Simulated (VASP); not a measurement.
Here is a VASP 6.6.1 calculation.

Contents of INCAR:

```
SYSTEM = GaP
PREC = Accurate
ENCUT = 500
EDIFF = 1E-6
ISMEAR = -1
SIGMA = 0.05
LREAL = .False.
LASPH = .True.
NELM = 120
ALGO = Normal
ISIF = 2
LWAVE = .False.
LCHARG = .False.
GGA = PS
NBANDS = 16
GGA_COMPAT = .False.
```

Contents of KPOINTS:

```
regular mesh
0
Gamma
  8 8 8
  0 0 0
```

Contents of POSCAR:

```
GaP
1.0
    0.0000000000      2.7192440000      2.7192440000
    2.7192440000      0.0000000000      2.7192440000
    2.7192440000      2.7192440000      0.0000000000
Ga P
1 1
Direct
    0.0000000000      0.0000000000      0.0000000000
    0.2500000000      0.2500000000      0.2500000000
```

Potentials or basis: VASP PAW PBE potentials, release 64 (Ga_d, P).

Launch:

```sh
$ cat potpaw_PBE.64/Ga_d/POTCAR potpaw_PBE.64/P/POTCAR > POTCAR
$ mpirun -np 1 vasp_std > vasp.out
```

What does it give for the band gap on the k mesh?

1.50 eV (least direct gap 1.80 eV).

Predict the pressure.

-0.1 GPa.

Caveat: the PAW data sets were made with another functional, which shifts forces and pressure a little. A k mesh can miss the band edges.
